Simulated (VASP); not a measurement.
Input of a VASP 6.6.1 run:

INCAR

```
ALGO = Normal ; EDIFF = 1E-6
ENCUT = 520 ; ISIF = 2
ISMEAR = 0 ; LASPH = True
LCHARG = False ; LREAL = False
LWAVE = False ; NBANDS = 21
NELM = 100 ; PREC = Accurate
SIGMA = 0.05
```

The input KPOINTS:

```
k-points
0
Gamma
  8 8 6
```

File POSCAR:

```
AlGaN2
1.0
    3.1152864692      0.0000000000      0.0000000000
    0.0000000000      3.1152864692      0.0000000000
    0.0000000000      0.0000000000      4.4939384225
Al Ga N
1 1 2
Direct
    0.5000000000      0.5000000000      0.5000000000
    0.0000000000      0.0000000000      0.0000000000
    0.5000000000      0.0000000000      0.7400513246
    0.0000000000      0.5000000000      0.2599486754
```

Potentials or basis: VASP PAW LDA potentials, release 64 (Al, Ga_d, N).

Command:

```console
$ cat potpaw_LDA.64/Al/POTCAR potpaw_LDA.64/Ga_d/POTCAR potpaw_LDA.64/N/POTCAR > POTCAR
$ mpirun -np 1 vasp_std > vasp.out
```

**Question.** Estimate the pressure.

**Answer.** -4.1 GPa.

**Question.** What does it give for the band gap on the k mesh?

**Answer.** 2.84 eV, direct.

**Question.** Predict the largest force.

**Answer.** 0.015 eV/Å.

Forces in eV/Å, atoms in the order of the input:
```
Al   0.000  0.000  0.000
Ga   0.000  0.000  0.000
N    0.000  0.000  0.015
N    0.000  0.000 -0.015
```

Caveat: the cell differs from its parent crystal (strain +0.000 along x and y, +0.025 along z). A k mesh can miss the band edges.
